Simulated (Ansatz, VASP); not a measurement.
## AlN: VASP beside Ansatz

File INCAR:

```
SYSTEM = AlN
ALGO = Normal
EDIFF = 1E-7
ENCUT = 520
GGA = PS
ISIF = 2
ISMEAR = 0
LASPH = .True.
LCHARG = .True.
LELF = .True.
LREAL = .False.
LVHAR = .True.
LWAVE = .False.
NBANDS = 16
NELM = 60
PREC = Accurate
SIGMA = 0.05
```

KPOINTS

```
k-points
0
Gamma
  9 9 6
  0 0 0
```

File POSCAR:

```
AlN
1.0
    3.4005000000      0.0000000000      0.0000000000
   -1.7002500000      2.9449193856      0.0000000000
    0.0000000000      0.0000000000      4.1814000000
Al N
2 2
Direct
    0.3333333333      0.6666666667      0.7500000000
    0.6666666667      0.3333333333      0.2500000000
    0.3333333333      0.6666666667      0.2500000000
    0.6666666667      0.3333333333      0.7500000000
```

Input for Ansatz:

```yaml
crystal:
  lattice:
    - [3.4005, 0.0, 0.0]
    - [-1.70025, 2.9449193856, 0.0]
    - [0.0, 0.0, 4.1814]
  atoms:
    - { symbol: Al, position: [0.3333333333, 0.6666666667, 0.75] }
    - { symbol: Al, position: [0.6666666667, 0.3333333333, 0.25] }
    - { symbol: "N", position: [0.3333333333, 0.6666666667, 0.25] }
    - { symbol: "N", position: [0.6666666667, 0.3333333333, 0.75] }
basis:
  ecutwfc: 520.0
kpoints:
  mp_grid: { grid: [9, 9, 6] }
hamiltonian:
  xc: pbesol
  pseudopotentials: { kind: paw, azcp: { folder: soft_1 } }
scf:
  occupations: { method: gaussian, width: 0.05 }
output:
  forces: true
  stress: true
  eigenvalues: true
```

Alike in both runs: task single point; functional PBEsol; k mesh 9 × 9 × 6; occupations gaussian, width 0.05 eV; no spin polarisation.

```csv
,VASP,Ansatz
version,VASP 6.6.1,Ansatz 0.2.0
potentials or method,"VASP PAW PBE potentials, release 64 (Al, N), cutoff 520 eV","scalar-relativistic, plane waves, PAW"
valence electrons in the cell,16,16
```

Ansatz gave:

- gap on the k mesh at the Fermi level (eV): 2.89
- least direct gap on the mesh (eV): 2.89
- pressure (GPa): -13.3
- traceless stress, the component that is largest in VASP (GPa): 3.09

What did VASP give for the same quantities?

gap on the k mesh at the Fermi level (eV): 2.90; least direct gap on the mesh (eV): 2.90; pressure (GPa): -13.3; traceless stress, the component that is largest in VASP (GPa): 3.11.

VASP's potentials were made for PBE, not for PBEsol, and Ansatz warns of the same on its side.
